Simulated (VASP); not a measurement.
Runs of VASP 6.6.1 on GaSb. The structure is that of space group I-4m2 (No. 119), or close to it. The cells are those of the table. 

| cell | gap on the mesh (eV) | pressure (GPa) |
| --- | --- | --- |
| a = 4.320, b = 4.555 Å, angles 58.2, 63.6, 58.2°, 2 atoms | (a) | 0.1 |
| a = 4.355, b = 4.474 Å, angles 59.1, 61.8, 59.1°, 2 atoms | 0.20 | 0.1 |
| a = 4.481, b = 4.233 Å, angles 61.8, 56.4, 61.8°, 2 atoms | none | 0.2 |
| a = 4.529, b = 4.152 Å, angles 62.7, 54.6, 62.7°, 2 atoms | none | 0.4 |
| a = 4.288, b = 4.636 Å, angles 57.3, 65.4, 57.3°, 2 atoms | none | 0.2 |

Alike in all rows: task single point; level PBE; potentials or basis VASP PAW PBE potentials, release 64 (Ga_d, Sb); no spin polarisation; k mesh 12 × 12 × 12; cutoff (eV) 500; smearing gaussian 0.15 eV.

Problem. Estimate the missing entries.

Solution. (a) 0.13.

Caveats: spin-orbit coupling is left out, which moves the levels of the heavy elements.

A k mesh can miss the band edges, and the runs leave out spin-orbit coupling on Ga, Sb.

A gap of «none» marks levels without a gap at the run's occupations.
